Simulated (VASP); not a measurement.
# Pb (Fm-3m) in VASP: notebook

The runs below take Pb through single point, relaxation of cell and atoms, with PBEsol.

Program: VASP 6.6.1. These are calculated values, not measurements. Logs are shortened: lines on timing, memory, paths and dates and some standing lists are left out, and cuts for length are marked.

## (1) The cell of the first run

Symmetry: Fm-3m, No. 225, cubic system. Conventional cell: a = 4.931 Å, b = 4.931 Å, c = 4.931 Å, α = 90.00°, β = 90.00°, γ = 90.00°. Pb (site symmetry m-3m) has 12 Pb at 3.49 Å within 4.6 Å.

## (2) Single point, PBEsol

File INCAR:

```
SYSTEM = Pb
PREC = Accurate
ENCUT = 500
EDIFF = 1E-6
ISMEAR = 0
SIGMA = 0.1
LREAL = .False.
LASPH = .True.
NELM = 120
ALGO = Normal
ISIF = 2
LWAVE = .False.
LCHARG = .False.
GGA = PS
NBANDS = 13
GGA_COMPAT = .False.
```

File KPOINTS:

```
regular mesh
0
Gamma
  16 16 16
  0 0 0
```

File POSCAR:

```
Pb
1.0
    0.0000000000      2.4654558901      2.4654558901
    2.4654558901      0.0000000000      2.4654558901
    2.4654558901      2.4654558901      0.0000000000
Pb
1
Direct
    0.0000000000      0.0000000000      0.0000000000
```

Potentials or basis: VASP PAW PBE potentials, release 64 (Pb_d).

Started as:

```bash
cat potpaw_PBE.64/Pb_d/POTCAR > POTCAR
mpirun -np 1 vasp_std > vasp.out
```

OUTCAR:

```text
SYSTEM = Pb
   PREC = Accurate
   ENCUT = 500
   EDIFF = 1E-6
   ISMEAR = 0
   LREAL = .False.
   LASPH = .True.
   NELM = 120
   ISIF = 2
   GGA = PS

 ion  position               nearest neighbor table
   1  0.000  0.000  0.000-

  LATTYP: Found a face centered cubic cell.
 ALAT       =     4.9309117802

  Lattice vectors:

 A1 = (   0.0000000000,   2.4654558901,   2.4654558901)
 A2 = (   2.4654558901,   0.0000000000,   2.4654558901)
 A3 = (   2.4654558901,   2.4654558901,   0.0000000000)

Analysis of symmetry for initial positions (statically):
=====================================================================
 Subroutine PRICEL returns:
 Original cell was already a primitive cell.

 Routine SETGRP: Setting up the symmetry group for a
 face centered cubic supercell.

 Subroutine GETGRP returns: Found 48 space group operations
 (whereof 48 operations were pure point group operations)
 out of a pool of 48 trial point group operations.

The static configuration has the point symmetry O_h .

Analysis of symmetry for dynamics (positions and initial velocities):
=====================================================================
 Subroutine PRICEL returns:
 Original cell was already a primitive cell.

 Routine SETGRP: Setting up the symmetry group for a
 face centered cubic supercell.

 Subroutine GETGRP returns: Found 48 space group operations
 (whereof 48 operations were pure point group operations)
 out of a pool of 48 trial point group operations.

The dynamic configuration has the point symmetry O_h .

 Subroutine INISYM returns: Found 48 space group operations
 (whereof 48 operations are pure point group operations),
 and found     1 'primitive' translations

----------------------------------------------------------------------------------------

                                     Primitive cell

  volume of cell :      29.9724

  direct lattice vectors                    reciprocal lattice vectors
     0.000000000  2.465455890  2.465455890    -0.202802249  0.202802249  0.202802249
     2.465455890  0.000000000  2.465455890     0.202802249 -0.202802249  0.202802249
     2.465455890  2.465455890  0.000000000     0.202802249  0.202802249 -0.202802249

  length of vectors
     3.486681157  3.486681157  3.486681157     0.351263800  0.351263800  0.351263800

  position of ions in fractional coordinates (direct lattice)
     0.000000000  0.000000000  0.000000000

  ion indices of the primitive-cell ions
   primitive index   ion index
                 1           1

----------------------------------------------------------------------------------------

 KPOINTS: regular mesh

Automatic generation of k-mesh.
 Grid dimensions read from file:
 generate k-points for:   16   16   16

 Generating k-lattice:

  Cartesian coordinates                     Fractional coordinates (reciprocal lattice)
    -0.012675141  0.012675141  0.012675141     0.062500000  0.000000000  0.000000000
     0.012675141 -0.012675141  0.012675141     0.000000000  0.062500000  0.000000000
     0.012675141  0.012675141 -0.012675141     0.000000000  0.000000000  0.062500000

  Length of vectors
     0.021953987  0.021953987  0.021953987

  Shift w.r.t. Gamma in fractional coordinates (k-lattice)
     0.000000000  0.000000000  0.000000000

 Subroutine IBZKPT returns following result:
 ===========================================

 Found    145 irreducible k-points:

 Following reciprocal coordinates:
            Coordinates               Weight
  0.000000  0.000000  0.000000      1.000000
  0.062500  0.000000  0.000000      8.000000
  0.125000  0.000000  0.000000      8.000000
  0.187500  0.000000  0.000000      8.000000
  0.250000  0.000000  0.000000      8.000000
  0.312500  0.000000  0.000000      8.000000
[... 16 lines left out ...]
 -0.125000  0.062500  0.000000     24.000000
 -0.062500  0.062500  0.000000     12.000000
 [... further k-points ...]
   k-points           NKPTS =    145   k-points in BZ     NKDIM =    145   number of bands    NBANDS=     13
   number of dos      NEDOS =    301   number of ions     NIONS =      1
   total plane-waves  NPLWV =  21952
   dimension x,y,z NGX =    28 NGY =   28 NGZ =   28
   dimension x,y,z NGXF=    56 NGYF=   56 NGZF=   56
   ions per type =               1
   NGX,Y,Z   is equivalent  to a cutoff of  13.35, 13.35, 13.35 a.u.
   NGXF,Y,Z  is equivalent  to a cutoff of  26.70, 26.70, 26.70 a.u.
 SYSTEM =  Pb
   PREC   = accura    normal or accurate (medium, high low for compatibility)
   ISTART =      0    job   : 0-new  1-cont  2-samecut
   ICHARG =      2    charge: 1-file 2-atom 10-const
   ISPIN  =      1    spin polarized calculation?
   LNONCOLLINEAR =      F non collinear calculations
   LSORBIT =      F    spin-orbit coupling
   LASPH  =      T    aspherical Exc in radial PAW
   ENCUT  =  500.0 eV  36.75 Ry    6.06 a.u.   6.36  6.36  6.36*2*pi/ulx,y,z
   NELM   =    120;   NELMIN=  2; NELMDL= -5     # of ELM steps
   EDIFF  = 0.1E-05   stopping-criterion for ELM
   LREAL  =      F    real-space projection
   EDIFFG = 0.1E-04   stopping-criterion for IOM
   NSW    =      0    number of steps for IOM
   IBRION =     -1    ionic relax: 0-MD 1-quasi-New 2-CG
   NFREE  =      0    steps in history (QN), initial steepest desc. (CG)
   ISIF   =      2    stress and relaxation
   ISYM   =      2    0-nonsym 1-usesym 2-fastsym
   POTIM  = 0.5000    time-step for ionic-motion
   TEBEG  =    0.0;   TEEND  =   0.0 temperature during run
   PSTRESS=    0.0 pullay stress
   NELECT =      14.0000    total number of electrons
   NUPDOWN=      -1.0000    fix difference up-down
   EMIN   =  10.00;   EMAX   =-10.00  energy-range for DOS
   EFERMI =   0.00;   METHOD = LEGACY
   ISMEAR =     0;   SIGMA  =   0.10  broadening in eV -4-tet -1-fermi 0-gaus
   EFERMI_NEDOS =   21; number of points for ismear=-14 and -15
   IALGO  =     38    algorithm
   IMIX   =      4    mixing-type and parameters
     AMIX     =   0.40;   BMIX     =  1.00
     AMIX_MAG =   1.60;   BMIX_MAG =  1.00
  volume/ion in A,a.u.               =      29.97       202.26
  Fermi-wavevector in a.u.,A,eV,Ry     =   1.270214  2.400357 21.952238  1.613444
  Thomas-Fermi vector in A             =   2.403214
   LORBIT       =      0    0 simple, 1 ext, 2 COOP (PROOUT), +10 PAW based schemes
   GGA     = PS    functional components
   LHFCALC =     F    Hartree Fock is set to
   AEXX    =    0.0000 exact exchange contribution
   IVDW    =     0    specifies the selected vdW correction
   LEPSILON=     F    determine dielectric tensor
   LRPA    =     F    only Hartree local field effects (RPA)
 non-spin polarized calculation
 Gauss-broadening in eV      SIGMA  =   0.10
  energy-cutoff  :      500.00
  volume of cell :       29.97
 maximum number of plane-waves:       778
 NGX is ok and might be reduce to    28
   NGX = 13   NGY = 13   NGZ = 13

 number of electron      13.9999999 magnetization

 Free energy of the ion-electron system (eV)
  ---------------------------------------------------
  ext. energy  EPLUGINS =         0.00000000
  ---------------------------------------------------
  free energy    TOTEN  =        -4.00257278 eV

  energy without entropy =       -4.00037527  energy(sigma->0) =       -4.00147403

 E-fermi :   7.2864     XC(G=0): -10.3975

 val. band max:        7.2680292643   @ k =  -0.4375   0.3750   0.1875
 cond. band min:       7.3321665846   @ k =  -0.3125   0.3125   0.1250
 fundamental gap:      0.0641373203
 Fermi energy:         7.2863535038

 k-point     1 :       0.0000    0.0000    0.0000
  band No.  band energies     occupation
      1      -9.7666      2.00000
      2      -9.7666      2.00000
      3      -9.7666      2.00000
      4      -9.6196      2.00000
      5      -9.6196      2.00000
      6      -4.6173      2.00000
      7      14.7340      0.00000
      8      14.7340      0.00000
      9      14.7340      0.00000
     10      17.0019      0.00000
     11      18.6952      0.00000
     12      19.7956      0.00000
     13      19.7956      0.00000

 k-point     2 :       0.0625    0.0000    0.0000
  band No.  band energies     occupation
      1      -9.7668      2.00000
      2      -9.7606      2.00000
      3      -9.7606      2.00000
      4      -9.6200      2.00000
      5      -9.6200      2.00000
      6      -4.5412      2.00000
      7      13.7659      0.00000
      8      14.6368      0.00000
      9      14.6368      0.00000
     10      16.8176      0.00000
     11      19.1270      0.00000
     12      19.9678      0.00000
     13      19.9678      0.00000

 k-point     3 :       0.1250    0.0000    0.0000
  band No.  band energies     occupation
      1      -9.7679      2.00000
      2      -9.7458      2.00000
      3      -9.7458      2.00000
      4      -9.6191      2.00000
      5      -9.6191      2.00000
      6      -4.3123      2.00000
      7      11.8978      0.00000
      8      14.3811      0.00000
      9      14.3811      0.00000
     10      16.5756      0.00000
     11      19.8068      0.00000
     12      20.4210      0.00000
     13      20.4211      0.00000
[... 305 lines left out ...]
 k-point    23 :      -0.1250    0.0625    0.0000
  band No.  band energies     occupation
      1      -9.7714      2.00000
      2      -9.7370      2.00000
      3      -9.7319      2.00000
      4      -9.6311      2.00000
      5      -9.6042      2.00000
      6      -4.1344      2.00000
      7      11.1988      0.00000
      8      13.0941      0.00000
      9      14.7533      0.00000
     10      16.8548      0.00000
     11      19.4239      0.00000
     12      19.8856      0.00000
     13      20.0362      0.00000

 k-point    24 :      -0.0625    0.0625    0.0000
  band No.  band energies     occupation
      1      -9.7696      2.00000
      2      -9.7533      2.00000
      3      -9.7469      2.00000
      4      -9.6267      2.00000
      5      -9.6141      2.00000
      6      -4.4141      2.00000
      7      12.9120      0.00000
      8      13.7508      0.00000
      9      14.8190      0.00000
     10      16.8079      0.00000
     11      19.2726      0.00000
     12      19.8796      0.00000
     13      20.6149      0.00000

 [... further k-points ...]

------------------------ aborting loop because EDIFF is reached ----------------------------------------

  FORCE on cell =-STRESS in cart. coord.  units (eV):
  Direction    XX          YY          ZZ          XY          YZ          ZX
  --------------------------------------------------------------------------------------
  -------------------------------------------------------------------------------------
  Total       -0.0159722     -0.0159722     -0.0159722     -0.0000000      0.0000000      0.0000000
  in kB       -0.8537943     -0.8537943     -0.8537943     -0.0000000      0.0000000      0.0000000
  external PRESSURE =      -0.8537943 kB  Pullay stress =       0.0000000 kB

 VOLUME and BASIS-vectors are now :
 -----------------------------------------------------------------------------
  energy-cutoff  :      500.00
  volume of cell :       29.97
      direct lattice vectors                 reciprocal lattice vectors
     0.000000000  2.465455890  2.465455890    -0.202802249  0.202802249  0.202802249
     2.465455890  0.000000000  2.465455890     0.202802249 -0.202802249  0.202802249
     2.465455890  2.465455890  0.000000000     0.202802249  0.202802249 -0.202802249

 POSITION                                       TOTAL-FORCE (eV/Angst)
 -----------------------------------------------------------------------------------
      0.00000      0.00000      0.00000         0.000000      0.000000      0.000000
 -----------------------------------------------------------------------------------
    total drift:                               -0.000000     -0.000000     -0.000000

  FREE ENERGIE OF THE ION-ELECTRON SYSTEM (eV)
  ---------------------------------------------------
  free  energy   TOTEN  =        -4.0025727841 eV

  energy  without entropy=       -4.0003752659  energy(sigma->0) =       -4.00147403
```

Wall time 18 s (1 thread of Intel Xeon 6975P-C (Granite Rapids), shared host); peak memory 0.19 GiB.

What came out:

```yaml
Free_energy: -4.0026 eV
Pressure: -0.1 GPa
Band_gap_on_the_k_mesh: zero (bands 7 and 8 overlap by 9.23 eV)
```

Caveat: the PAW data sets were made with another functional, which shifts forces and pressure a little; spin-orbit coupling is left out, which moves the levels of the heavy elements.

## (3) Relaxation of cell and atoms, PBEsol, target pressure 25 GPa, at which the enthalpy is minimised

This run uses another cell than the first one, of 22.90 Å³/atom.

File INCAR:

```
PREC = Accurate ; ENCUT = 500
EDIFF = 1E-7 ; ISMEAR = 0
SIGMA = 0.1 ; LREAL = False
LASPH = True ; NELM = 120
ALGO = Normal ; ISIF = 3
LWAVE = False ; LCHARG = False
GGA = PS ; IBRION = 2
NSW = 70 ; EDIFFG = -0.004
PSTRESS = 250.0 ; GGA_COMPAT = False
NELMIN = 4
```

File KPOINTS:

```
Automatic mesh
0
Gamma
  16 16 16
```

File POSCAR:

```
Pb
1.0
    0.0000000000      2.2538421665      2.2538421665
    2.2538421665      0.0000000000      2.2538421665
    2.2538421665      2.2538421665      0.0000000000
Pb
1
Direct
    0.0000000000      0.0000000000      0.0000000000
```

Potentials or basis: VASP PAW PBE potentials, release 64 (Pb_d).

Started as:

```bash
cat potpaw_PBE.64/Pb_d/POTCAR > POTCAR
mpirun -np 1 vasp_std > vasp.out
```

OUTCAR:

```text
PREC = Accurate
   ENCUT = 500
   EDIFF = 1E-7
   ISMEAR = 0
   LREAL = False
   LASPH = True
   NELM = 120
   ISIF = 3
   GGA = PS
   IBRION = 2
   NSW = 70
   EDIFFG = -0.004
   PSTRESS = 250.0
   NELMIN = 4

 ion  position               nearest neighbor table
   1  0.000  0.000  0.000-

  LATTYP: Found a face centered cubic cell.
 ALAT       =     4.5076843330

  Lattice vectors:

 A1 = (   0.0000000000,   2.2538421665,   2.2538421665)
 A2 = (   2.2538421665,   0.0000000000,   2.2538421665)
 A3 = (   2.2538421665,   2.2538421665,   0.0000000000)

Analysis of symmetry for initial positions (statically):
=====================================================================
 Subroutine PRICEL returns:
 Original cell was already a primitive cell.

 Routine SETGRP: Setting up the symmetry group for a
 face centered cubic supercell.

 Subroutine GETGRP returns: Found 48 space group operations
 (whereof 48 operations were pure point group operations)
 out of a pool of 48 trial point group operations.

The static configuration has the point symmetry O_h .

Analysis of symmetry for dynamics (positions and initial velocities):
[... 167 lines left out ...]
  in kB      249.1074257    249.1074257    249.1074257      0.0000000     -0.0000000      0.0000000
  external PRESSURE =      -0.8925743 kB  Pullay stress =     250.0000000 kB
[... 61 lines left out ...]
--------------------------------------- Ionic step        3  -------------------------------------------

 number of electron      14.0000002 magnetization

 Free energy of the ion-electron system (eV)
  ---------------------------------------------------
  ext. energy  EPLUGINS =         0.00000000
  ---------------------------------------------------
  free energy    TOTEN  =        -3.57207664 eV

  energy without entropy =       -3.56858280  energy(sigma->0) =       -3.57032972

 E-fermi :  10.9182     XC(G=0): -11.7707

 val. band max:       10.9037020701   @ k =   0.3750   0.1875   0.0625
 cond. band min:      10.9337688881   @ k =  -0.3750   0.2500   0.0000
 fundamental gap:      0.0300668180
 Fermi energy:        10.9181729448

 k-point     1 :       0.0000    0.0000    0.0000
  band No.  band energies     occupation
      1      -6.6398      2.00000
      2      -6.6398      2.00000
      3      -6.6398      2.00000
      4      -6.3161      2.00000
      5      -6.3161      2.00000
      6      -3.3247      2.00000
      7      20.4601      0.00000
      8      20.4601      0.00000
      9      20.4601      0.00000
     10      20.4764      0.00000
     11      25.5864      0.00000
[... 309 lines left out ...]
 k-point    24 :      -0.0625    0.0625    0.0000
  band No.  band energies     occupation
      1      -6.6509      2.00000
      2      -6.6118      2.00000
      3      -6.6001      2.00000
      4      -6.3339      2.00000
      5      -6.3062      2.00000
      6      -3.0590      2.00000
      7      18.2974      0.00000
      8      18.8858      0.00000
      9      20.7225      0.00000
     10      20.7988      0.00000
     11      24.9232      0.00000

 [... further k-points ...]

------------------------ aborting loop because EDIFF is reached ----------------------------------------

  FORCE on cell =-STRESS in cart. coord.  units (eV):
  Direction    XX          YY          ZZ          XY          YZ          ZX
  --------------------------------------------------------------------------------------
  -------------------------------------------------------------------------------------
  Total        3.5713742      3.5713742      3.5713742     -0.0000000     -0.0000000      0.0000000
  in kB      250.0418218    250.0418218    250.0418218     -0.0000000     -0.0000000      0.0000000
  external PRESSURE =       0.0418218 kB  Pullay stress =     250.0000000 kB
[... 20 lines left out ...]
  energy  without entropy=       -3.5685828029  energy(sigma->0) =       -3.57032972

  enthalpy is  TOTEN    =        -0.0012998123 eV   P V=        3.5707768255

 reached required accuracy - stopping structural energy minimisation
```

It took 16 s on 1 thread of Intel Xeon 6975P-C (Granite Rapids), shared host; peak memory 0.16 GiB.

Results:

```
Free energy                                                : -3.5721 eV
Relaxed volume                                             : 22.88 Å³/atom
Relaxed cell                                               : a = 3.187 Å, b = 3.187 Å, c = 3.187 Å, α = 60.00°, β = 60.00°, γ = 60.00°
Space group after relaxing (to 0.1 Å)                      : Fm-3m (No. 225)
Energy change on relaxing (the run minimises the enthalpy) : +2.2 meV/atom
Ionic steps                                                : 3
Pressure after relaxing                                    : 25.0 GPa
Band gap on the k mesh                                     : zero (bands 7 and 8 overlap by 11.98 eV)
```

The path:
```
step  energy change (eV)  largest force (eV/Å)  pressure (GPa)  volume (Å³)
   1              0.0000                0.0000           24.91        22.90
   2              0.0066                0.0000           25.19        22.86
   3              0.0022                0.0000           25.00        22.88
```

Final structure:
```yaml
crystal:
  lattice:
    - [0.00000, 2.25338, 2.25338]
    - [2.25338, 0.00000, 2.25338]
    - [2.25338, 2.25338, 0.00000]
  atoms:
    - { symbol: Pb, position: [0.00000, 0.00000, 0.00000] }
```

Levels at points of the mesh, in eV from the Fermi level:
```tsv
k point	band 5	band 6	band 7	band 8	band 9	band 10
(0.00, 0.00, 0.00)	-17.23	-14.24	9.54	9.54	9.54	9.56
(0.50, 0.00, 0.00)	-16.94	-8.61	-6.01	7.06	7.06	9.04
(0.50, 0.50, 0.00)	-16.87	-6.44	-4.76	2.12	2.12	6.25
```

Caveat: the cell is relaxed towards a set pressure, so the run minimises the enthalpy, not the energy; the PAW data sets were made with another functional, which shifts forces and pressure a little; spin-orbit coupling is left out, which moves the levels of the heavy elements.

(Continued in part 2 of 2.)

The gap in the log of VASP goes by the Fermi energy; the results here count the filled bands.